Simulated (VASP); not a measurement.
Here is a VASP 6.6.1 calculation.

Contents of POSCAR:

```
WC
1.0
    2.9065000000      0.0000000000      0.0000000000
   -1.4532500000      2.5171028361      0.0000000000
    0.0000000000      0.0000000000      2.8366000000
W C
1 1
Direct
    0.0000000000      0.0000000000      0.0000000000
    0.6666666667      0.3333333333      0.5000000000
```

File INCAR.step1:

```
SYSTEM = WC
  PREC = Accurate
  ENCUT = 1060
  EDIFF = 1E-5
  ISMEAR = -1
  SIGMA = 0.05
  LREAL = .FALSE.
  LASPH = .TRUE.
  NELM = 120
  ALGO = Normal
  ISIF = 2
  LWAVE = .TRUE.
  LCHARG = .FALSE.
  NBANDS = 16
  GGA = PE
  GGA_COMPAT = .FALSE.
```

INCAR.step2

```
SYSTEM = WC
  PREC = Accurate
  ENCUT = 1060
  EDIFF = 1E-6
  ISMEAR = -1
  SIGMA = 0.05
  LREAL = .FALSE.
  LASPH = .TRUE.
  NELM = 120
  ALGO = Normal
  ISIF = 2
  LWAVE = .FALSE.
  LCHARG = .FALSE.
  METAGGA = R2SCAN
  LHFCALC = .TRUE.
  AEXX = 0.1
  LMIXTAU = .TRUE.
  PRECFOCK = Normal
  NBANDS = 16
  ISTART = 1
  GGA_COMPAT = .FALSE.
```

The input KPOINTS:

```
regular mesh
0
G
  6 6 5
  0 0 0
```

Potentials or basis: VASP PAW PBE potentials, release 64 (W_sv, C_h).

Run with:

```bash
$ cat potpaw_PBE.64/W_sv/POTCAR potpaw_PBE.64/C_h/POTCAR > POTCAR
$ cp INCAR.step1 INCAR
$ mpirun -np 1 vasp_std > vasp.out
$ cp INCAR.step2 INCAR
$ mpirun -np 1 vasp_std > vasp.out
```

Problem. Estimate the pressure.

Solution. 0.1 GPa.

Problem. Estimate the band gap on the k mesh.

Solution. Zero (bands 9 and 10 overlap by 1.52 eV).

Stress tensor (GPa, compression positive):
```
 1.61  0.00  0.00
 0.00  1.61  0.00
 0.00  0.00 -3.00
```

Caveat: the k points lie up to 0.44 Å⁻¹ apart, too coarse for converged energies and pressures of a metal; the PAW data sets were made with another functional, which shifts forces and pressure a little; spin-orbit coupling is left out, which moves the levels of the heavy elements.
